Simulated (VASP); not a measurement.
# ZnS (F-43m) in VASP: vibrations by perturbation theory with PBE

Aim: the vibrations by perturbation theory of ZnS with PBE.

All numbers are computed with VASP 6.6.1; they aren't measurements. Logs are shortened: lines on timing, memory, paths and dates and some standing lists are left out, and cuts for length are marked.

## 1. The cell of the first run

The structure is cubic, space group F-43m (No. 216). The conventional cell has a = 5.442 Å, b = 5.442 Å, c = 5.442 Å, α = 90.00°, β = 90.00°, γ = 90.00°. Within 3.1 Å of Zn (site symmetry -43m) lie 4 S at 2.36 Å. S (site symmetry -43m) has 4 Zn at 2.36 Å within 3.1 Å.

## 2. Vibrations by perturbation theory, PBE

INCAR reads:

```
SYSTEM = ZnS
  PREC = Accurate
  ENCUT = 520
  EDIFF = 1E-8
  ISMEAR = 0
  SIGMA = 0.01
  LREAL = .FALSE.
  LASPH = .TRUE.
  NELM = 60
  ALGO = Normal
  ISIF = 2
  LWAVE = .FALSE.
  LCHARG = .TRUE.
  GGA = PE
  IBRION = 8
  NSW = 1
  LEPSILON = .TRUE.
```

KPOINTS reads:

```
Automatic mesh
0
G
  8 8 8
  0 0 0
```

POSCAR reads:

```
ZnS
1.0
    0.0000000000      2.7211543806      2.7211543806
    2.7211543806      0.0000000000      2.7211543806
    2.7211543806      2.7211543806      0.0000000000
Zn S
1 1
Direct
    0.0000000000      0.0000000000      0.0000000000
    0.7500000000      0.7500000000      0.7500000000
```

Potentials or basis: VASP PAW PBE potentials, release 64 (Zn, S).

Started as:

```
cat potpaw_PBE.64/Zn/POTCAR potpaw_PBE.64/S/POTCAR > POTCAR
mpirun -np 1 vasp_std > vasp.out
```

OUTCAR:

```text
SYSTEM = ZnS
   PREC = Accurate
   ENCUT = 520
   EDIFF = 1E-8
   ISMEAR = 0
   LREAL = .FALSE.
   LASPH = .TRUE.
   NELM = 60
   ISIF = 2
   GGA = PE
   IBRION = 8
   NSW = 1
   LEPSILON = .TRUE.

 ion  position               nearest neighbor table
   1  0.000  0.000  0.000-   2 2.36   2 2.36   2 2.36   2 2.36
   2  0.750  0.750  0.750-   1 2.36   1 2.36   1 2.36   1 2.36

  LATTYP: Found a face centered cubic cell.
 ALAT       =     5.4423087612

  Lattice vectors:

 A1 = (   0.0000000000,   2.7211543806,   2.7211543806)
 A2 = (   2.7211543806,   0.0000000000,   2.7211543806)
 A3 = (   2.7211543806,   2.7211543806,   0.0000000000)

Analysis of symmetry for initial positions (statically):
=====================================================================
 Subroutine PRICEL returns:
 Original cell was already a primitive cell.

 Routine SETGRP: Setting up the symmetry group for a
 face centered cubic supercell.

 Subroutine GETGRP returns: Found 24 space group operations
 (whereof 24 operations were pure point group operations)
 out of a pool of 48 trial point group operations.

The static configuration has the point symmetry T_d .

Analysis of symmetry for dynamics (positions and initial velocities):
=====================================================================
 Subroutine PRICEL returns:
 Original cell was already a primitive cell.

 Routine SETGRP: Setting up the symmetry group for a
 face centered cubic supercell.

 Subroutine GETGRP returns: Found 24 space group operations
 (whereof 24 operations were pure point group operations)
 out of a pool of 48 trial point group operations.

The dynamic configuration has the point symmetry T_d .

 Subroutine INISYM returns: Found 24 space group operations
 (whereof 24 operations are pure point group operations),
 and found     1 'primitive' translations

----------------------------------------------------------------------------------------

                                     Primitive cell

  volume of cell :      40.2986

  direct lattice vectors                    reciprocal lattice vectors
     0.000000000  2.721154381  2.721154381    -0.183745547  0.183745547  0.183745547
     2.721154381  0.000000000  2.721154381     0.183745547 -0.183745547  0.183745547
     2.721154381  2.721154381  0.000000000     0.183745547  0.183745547 -0.183745547

  length of vectors
     3.848293430  3.848293430  3.848293430     0.318256623  0.318256623  0.318256623

  position of ions in fractional coordinates (direct lattice)
     0.000000000  0.000000000  0.000000000
     0.750000000  0.750000000  0.750000000

  ion indices of the primitive-cell ions
   primitive index   ion index
                 1           1
                 2           2

----------------------------------------------------------------------------------------

 KPOINTS: Automatic mesh

Automatic generation of k-mesh.
 Grid dimensions read from file:
 generate k-points for:    8    8    8

 Generating k-lattice:

  Cartesian coordinates                     Fractional coordinates (reciprocal lattice)
    -0.022968193  0.022968193  0.022968193     0.125000000  0.000000000  0.000000000
     0.022968193 -0.022968193  0.022968193     0.000000000  0.125000000  0.000000000
     0.022968193  0.022968193 -0.022968193     0.000000000  0.000000000  0.125000000

  Length of vectors
     0.039782078  0.039782078  0.039782078

  Shift w.r.t. Gamma in fractional coordinates (k-lattice)
     0.000000000  0.000000000  0.000000000

 Subroutine IBZKPT returns following result:
 ===========================================

 Found     29 irreducible k-points:
[... 492 lines left out ...]
  energy-cutoff  :      520.00
  volume of cell :       40.30
      direct lattice vectors                 reciprocal lattice vectors
     0.000000000  2.721154381  2.721154381    -0.183745547  0.183745547  0.183745547
     2.721154381  0.000000000  2.721154381     0.183745547 -0.183745547  0.183745547
     2.721154381  2.721154381  0.000000000     0.183745547  0.183745547 -0.183745547

 POSITION                                       TOTAL-FORCE (eV/Angst)
 -----------------------------------------------------------------------------------
      0.00000      0.00000      0.00000         0.000000     -0.000000     -0.000000
      4.08173      4.08173      4.08173        -0.000000      0.000000      0.000000
 -----------------------------------------------------------------------------------
    total drift:                                0.000000      0.000000      0.000000

  FREE ENERGIE OF THE ION-ELECTRON SYSTEM (eV)
  ---------------------------------------------------
  free  energy   TOTEN  =        -6.8523181083 eV

  energy  without entropy=       -6.8523181083  energy(sigma->0) =       -6.85231811

 HEAD OF MICROSCOPIC STATIC DIELECTRIC TENSOR (INDEPENDENT PARTICLE, excluding Hartree and local field effects)
 ------------------------------------------------------
           6.402432     0.000000    -0.000000
           0.000000     6.402432     0.000000
          -0.000000     0.000000     6.402432
 ------------------------------------------------------

 Free energy of the ion-electron system (eV)
  ---------------------------------------------------
  ---------------------------------------------------
  free energy    TOTEN  =        -0.60586508 eV

  energy without entropy =       -0.60586508

------------------------ aborting loop because EDIFF is reached ----------------------------------------

--------------------------------------- Ionic step        2  -------------------------------------------

------------------------ aborting loop because EDIFF is reached ----------------------------------------

--------------------------------------- Ionic step        3  -------------------------------------------

------------------------ aborting loop because EDIFF is reached ----------------------------------------

 PIEZOELECTRIC TENSOR FIELD DIRECTION 3  (e Angst)
 -----------------------------------------------------------------------------
    -0.00060  1.72107  0.00000           ( -0.00000 -0.02080  0.00000)
     1.72107 -0.00060  0.00000           ( -0.02080 -0.00000  0.00000)
     0.00000  0.00000 -0.00022           (  0.00000  0.00000 -0.00000)

 PIEZOELECTRIC TENSOR FIELD DIRECTION 3  (C/m^2)
 -----------------------------------------------------------------------------
    -0.00024  0.68426  0.00000
     0.68426 -0.00024  0.00000
     0.00000  0.00000 -0.00009

--------------------------------------- Ionic step        4  -------------------------------------------

------------------------ aborting loop because EDIFF is reached ----------------------------------------

[... ionic steps 5 to 6 ...]

--------------------------------------- Ionic step        7  -------------------------------------------

 Free energy of the ion-electron system (eV)
  ---------------------------------------------------
  ---------------------------------------------------
  free energy    TOTEN  =        -0.10585329 eV

  energy without entropy =       -0.10585329

------------------------ aborting loop because EDIFF is reached ----------------------------------------

 INTERNAL STRAIN TENSOR  FOR ION    2  DIRECTION 1   (eV/Angst):
 -----------------------------------------------------------------------------
    -0.01721  0.00000  0.00000
     0.00000  0.01509  4.83011
     0.00000  4.83011  0.01509

 MACROSCOPIC STATIC DIELECTRIC TENSOR (including local field effects in DFT)
 ------------------------------------------------------
           6.021775    -0.000000    -0.000000
           0.000000     6.021775    -0.000000
           0.000000    -0.000000     6.021775
 ------------------------------------------------------

 PIEZOELECTRIC TENSOR (including local field effects)  for field in x, y, z        (e  Angst)
          XX          YY          ZZ          XY          YZ          ZX
  --------------------------------------------------------------------------------
  x     0.00000     0.00000    -0.00000     0.00000     1.73551    -0.00000
  y     0.00000    -0.00000     0.00000     0.00000     0.00000     1.73551
  z    -0.00000     0.00000     0.00000     1.73551     0.00000     0.00000

 PIEZOELECTRIC TENSOR (including local field effects)  for field in x, y, z        (C/m^2)
          XX          YY          ZZ          XY          YZ          ZX
  --------------------------------------------------------------------------------
  x     0.00000     0.00000    -0.00000     0.00000     0.69000    -0.00000
  y     0.00000    -0.00000     0.00000     0.00000     0.00000     0.69000
  z    -0.00000     0.00000     0.00000     0.69000     0.00000     0.00000

 BORN EFFECTIVE CHARGES (including local field effects) (in |e|, cummulative output)
 ---------------------------------------------------------------------------------
 ion    1
    1     2.04398     0.00000    -0.00000
    2    -0.00000     2.04398    -0.00000
    3     0.00000    -0.00000     2.04398
 ion    2
    1    -2.04398    -0.00000     0.00000
    2     0.00000    -2.04398     0.00000
    3    -0.00000     0.00000    -2.04398

 INTERNAL STRAIN TENSOR FOR ION    2 for displacements in x,y,z  (eV/Angst):
          X           Y           Z          XY          YZ          ZX
  --------------------------------------------------------------------------------
  x     0.00000    -0.00000    -0.00000     0.00000     4.83011     0.00000
  y    -0.00000     0.00000    -0.00000     0.00000     0.00000     4.83011
  z    -0.00000    -0.00000     0.00000     4.83011     0.00000     0.00000

 SECOND DERIVATIVES (NOT SYMMETRIZED)
 ------------------------------------
               1X          1Y          1Z          2X          2Y          2Z
  1X    -5.409814    0.000000    0.000000    5.409814    0.000000    0.000000
  1Y     0.000000   -5.409814    0.000000    0.000000    5.409814    0.000000
  1Z     0.000000    0.000000   -5.409814    0.000000    0.000000    5.409814
  2X     5.399775    0.000000    0.000000   -5.399775    0.000000    0.000000
  2Y     0.000000    5.399775    0.000000    0.000000   -5.399775    0.000000
  2Z     0.000000    0.000000    5.399775    0.000000    0.000000   -5.399775

 Eigenvectors and eigenvalues of the dynamical matrix
 ----------------------------------------------------

   1 f  =    7.834254 THz    49.224067 2PiTHz  261.322571 cm-1    32.399855 meV
             X         Y         Z           dx          dy          dz
      0.000000  0.000000  0.000000     0.000000    0.573969    0.000000
      4.081732  4.081732  4.081732     0.000000   -0.818877    0.000000
[... 21 lines left out ...]
   6 f/i=    0.003420 THz     0.021487 2PiTHz    0.114072 cm-1     0.014143 meV
             X         Y         Z           dx          dy          dz
      0.000000  0.000000  0.000000     0.000000    0.000000    0.818877
      4.081732  4.081732  4.081732     0.000000    0.000000    0.573969

--------------------------------------------------------------------------------------------------------

 MACROSCOPIC STATIC DIELECTRIC TENSOR IONIC CONTRIBUTION
 ------------------------------------------------------
           3.470965    -0.000000     0.000000
          -0.000000     3.470965    -0.000000
           0.000000    -0.000000     3.470965
 ------------------------------------------------------

 ELASTIC MODULI CONTR FROM IONIC RELAXATION (kBar)
 Direction    XX          YY          ZZ          XY          YZ          ZX
 --------------------------------------------------------------------------------
 XX          -0.0000      0.0000      0.0000      0.0000     -0.0000      0.0000
 YY           0.0000     -0.0000      0.0000      0.0000      0.0000     -0.0000
 ZZ           0.0000      0.0000     -0.0000     -0.0000      0.0000      0.0000
 XY           0.0000      0.0000     -0.0000   -171.6104      0.0000      0.0000
 YZ          -0.0000      0.0000      0.0000      0.0000   -171.6104      0.0000
 ZX           0.0000     -0.0000      0.0000      0.0000      0.0000   -171.6104
 --------------------------------------------------------------------------------

 PIEZOELECTRIC TENSOR IONIC CONTR  for field in x, y, z        (C/m^2)
          XX          YY          ZZ          XY          YZ          ZX
  --------------------------------------------------------------------------------
  x    -0.00000     0.00000     0.00000     0.00000    -0.72622    -0.00000
  y     0.00000    -0.00000     0.00000     0.00000     0.00000    -0.72622
  z     0.00000     0.00000    -0.00000    -0.72622    -0.00000     0.00000
```

Run time: 3.5 min. Hardware: 1 thread of Intel Xeon 6975P-C (Granite Rapids), shared host; peak memory 0.28 GiB.

What came out:

```yaml
Electronic_dielectric_tensor_diagonal: 6.02
Born_charges_mean_of_the_diagonal: Zn +2.04; S -2.04 e
Highest_phonon_frequency_at_Γ_LO-TO_splitting_left_out: 261 cm⁻¹
```

Phonon frequencies in cm⁻¹ (negative: imaginary):
```csv
q point,frequencies
"(0.000, 0.000, 0.000)",0 0 0 261 261 261
```

Electronic dielectric tensor:
```
6.02 0.00 0.00
0.00 6.02 0.00
0.00 0.00 6.02
```

Born effective charge tensors (e):
atom 1, Zn
```
2.04 0.00 0.00
0.00 2.04 0.00
0.00 0.00 2.04
```
atom 2, S
```
-2.04  0.00  0.00
 0.00 -2.04  0.00
 0.00  0.00 -2.04
```
